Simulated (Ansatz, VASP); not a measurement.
# Sb: VASP beside Ansatz

Contents of INCAR:

```
ALGO = Normal
EDIFF = 1E-6
ENCUT = 520
GGA = PS
ISIF = 2
ISMEAR = -1
LASPH = T
LCHARG = T
LELF = T
LREAL = F
LVHAR = T
LWAVE = F
NBANDS = 8
NELM = 60
PREC = Accurate
SIGMA = 0.05
```

File KPOINTS:

```
k-points
0
Gamma
  12 12 12
```

The input POSCAR:

```
Sb
1.0
    3.1758439183      0.0000000000      0.0000000000
    0.0000000000      3.1758439183      0.0000000000
    0.0000000000      0.0000000000      3.0833436100
Sb
1
Direct
    0.0000000000      0.0000000000      0.0000000000
```

Input for Ansatz:

```yaml
crystal:
  lattice:
    - [3.1758439183, 0.0, 0.0]
    - [0.0, 3.1758439183, 0.0]
    - [0.0, 0.0, 3.08334361]
  atoms:
    - { symbol: Sb, position: [0.0, 0.0, 0.0] }
kpoints:
  mp_grid: { grid: [12, 12, 12] }
scf:
  occupations: { method: fermi_dirac, width: 0.05 }
hamiltonian:
  xc: pbesol
  pseudopotentials: { kind: all_electron, lapw: { basis_error: 0.0005 } }
output:
  forces: true
  stress: true
  eigenvalues: true
```

Change from the starting cell: x and y stretched by +3 %, z held.

Alike in both runs: task single point; functional PBEsol; k mesh 12 × 12 × 12; occupations fermi-dirac, width 0.05 eV; no spin polarisation.

|  | VASP | Ansatz |
| --- | --- | --- |
| version | VASP 6.6.1 | Ansatz 0.2.0 |
| potentials or method | VASP PAW PBE potentials, release 64 (Sb), cutoff 520 eV | all-electron LAPW, scalar-relativistic |

```csv
,VASP,Ansatz,Ansatz less VASP
pressure (GPa),-4.0,-4.1,-0.03
"traceless stress, the component that is largest in VASP (GPa)",1.55,1.54,-0.011
```

VASP's potentials were made for PBE, not for PBEsol. Ansatz ran all-electron here, and VASP with PAW potentials.

Neither program's run includes spin-orbit coupling.
